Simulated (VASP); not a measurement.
# Ni: density of states with PBEsol+U

Crystal: Ni.

```
Ni
1.0
    -1.38372    1.38372    1.38372
     1.38372   -1.38372    1.38372
     1.38372    1.38372   -1.38372
Ni
1
Cartesian
  0.0000 0.0000 0.0000
```

- Program: VASP 6.6.1
- Task: density of states
- Functional: PBEsol
- Potentials or basis: VASP PAW PBE potentials, release 64 (Ni)
- Cutoff: 520 eV
- k mesh: 13 × 13 × 13
- Occupations: fermi-dirac, width 0.05 eV
- Spin: collinear spin, ferromagnetic start
- Starting moments: [1.0] μB
- Hubbard terms: Ni d U = 6.0 eV
- Dipole correction: no
- k mesh for the DOS: 20 × 20 × 20
- Occupations for the DOS: tetrahedron
- Further INCAR settings: ALGO = Normal; EDIFF = 1e-06; NBANDS = 15

```
Net moment                                            : 0.65 μB per cell
Site moments                                          : Ni +0.69 μB
Valence electrons inside the program's atomic spheres : Ni 9.51
```

Levels at points of the mesh, in eV from the Fermi level:
Spin up:
| k point | band 3 | band 4 | band 5 | band 6 | band 7 | band 8 |
| --- | --- | --- | --- | --- | --- | --- |
| (0.00, 0.00, 0.00) | -3.71 | -3.71 | -2.02 | -2.02 | 27.58 | 27.58 |
| (0.50, 0.00, 0.00) | -2.15 | -1.88 | -1.30 | 1.10 | 6.51 | 20.20 |
| (0.50, 0.50, 0.50) | -1.53 | -1.53 | -1.53 | 10.80 | 10.80 | 10.80 |
Spin down:
```tsv
k point	band 1	band 2	band 3	band 4	band 5	band 6	band 7	band 8	band 9	band 10
(0.00, 0.00, 0.00)	-8.31	-1.51	-1.51	-1.38	-1.38	-1.38	27.36	27.36	27.36	30.26
(0.50, 0.00, 0.00)	-4.60	-2.45	-1.34	-0.96	0.98	1.17	7.48	20.03	21.37	23.85
(0.50, 0.50, 0.50)	-5.17	-5.17	0.92	0.92	0.92	10.78	10.78	10.78	14.51	14.51
```

Eigenvalues of the final occupation matrices:
| site | spin | trace | eigenvalues |
| --- | --- | --- | --- |
| site 1 d | 1 | 4.69 | 0.94 0.94 0.94 0.94 0.94 |
| site 1 d | 2 | 3.95 | 0.69 0.69 0.69 0.93 0.93 |

Run time: 56 s on 1 thread of Intel Xeon 6975P-C, on a shared host, peak memory 0.22 GiB.

Caveat: the U is typed as a test and isn't derived for this compound. The state reached can hang on the start; a lower one may exist.
